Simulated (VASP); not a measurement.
Runs of VASP 6.6.1 on BaS. The structure is that of space group Fm-3m (No. 225), or close to it. The cells are those of the table. 

```csv
level,cell,k mesh,smearing,gap on the mesh (eV),pressure (GPa)
r2SCAN,"a = 4.558, b = 4.558, c = 4.588 Å, angles 59.8, 59.8, 60.4°, 2 atoms",8 × 8 × 8,gaussian 0.01 eV,(b),-0.1
r2SCAN,"a = 4.542, b = 4.542, c = 4.599 Å, angles 59.6, 59.6, 59.2°, 2 atoms",8 × 8 × 8,gaussian 0.01 eV,2.46,0.6
r2SCAN,"a = 4.542 Å, angles 60.0°, 2 atoms",8 × 8 × 8,gaussian 0.01 eV,2.49,0.6
PBE,"a = 4.542, b = 4.542, c = 4.599 Å, angles 59.6, 59.6, 59.2°, 2 atoms",8 × 8 × 8,fermi-dirac 0.02 eV,(a),0.6
r2SCAN,"a = 4.657, b = 4.657, c = 4.542 Å, angles 60.8, 60.8, 58.4°, 2 atoms",8 × 8 × 8,gaussian 0.01 eV,2.51,-1.2
PBE,"a = 4.542, b = 4.611, c = 4.611 Å, angles 59.0, 60.5, 60.5°, 2 atoms",4 × 4 × 4,gaussian 0.01 eV,2.14,-0.5
PBE,"a = 4.542 Å, angles 60.0°, 2 atoms",4 × 4 × 4,gaussian 0.01 eV,2.13,0.7
PBE,"a = 4.769 Å, angles 60.0°, 2 atoms",8 × 8 × 8,fermi-dirac 0.02 eV,(c),-4.0
```

Alike in all rows: task single point; potentials or basis VASP PAW PBE potentials, release 64 (Ba_sv, S); no spin polarisation; cutoff (eV) 520.

Question: Estimate the missing entries.

Answer: (a) 2.10; (b) 2.48; (c) 2.31.

Caveats: some runs use coarse meshes; spin-orbit coupling is left out, which moves the levels of the heavy elements; the PAW data sets were made with another functional, which shifts forces and pressure a little (some runs).

A k mesh can miss the band edges, and the runs leave out spin-orbit coupling on Ba.
